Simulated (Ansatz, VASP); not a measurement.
**One calculation of Ag, two programs**

```
CELL_PARAMETERS angstrom
2.92959 0.00000 0.00000
-1.46479 2.53710 0.00000
0.00000 0.00000 4.80973
ATOMIC_POSITIONS crystal
Ag 0.66667 0.33333 0.25000
Ag 0.33333 0.66667 0.75000
```

Alike in both runs: functional PBE; k mesh 24 × 24 × 12; occupations gaussian, width 0.1 eV; no spin polarisation.

Ansatz relaxed the structure, and its values are those at the end. VASP's run is a single point on that final structure, the one shown.

|  | VASP | Ansatz |
| --- | --- | --- |
| version | VASP 6.6.1 | Ansatz 0.2.0 |
| potentials or method | VASP PAW PBE potentials, release 64 (Ag), cutoff 520 eV | scalar-relativistic, plane waves, PAW |
| valence electrons in the cell | 22 | 38 |

|  | VASP | Ansatz | Ansatz less VASP |
| --- | --- | --- | --- |
| gap on the k mesh at the Fermi level (eV) | none | none | - |
| pressure (GPa) | 0.0 | 0.0 | +0.03 |

A gap of «none» marks a metal or a gap that the smearing closes. With one functional, cell and mesh, what is left measures potentials, basis and numerics. VASP's potentials hold 22 valence electrons a cell and Ansatz's 38, so a difference there can come from the potentials and not from the codes.
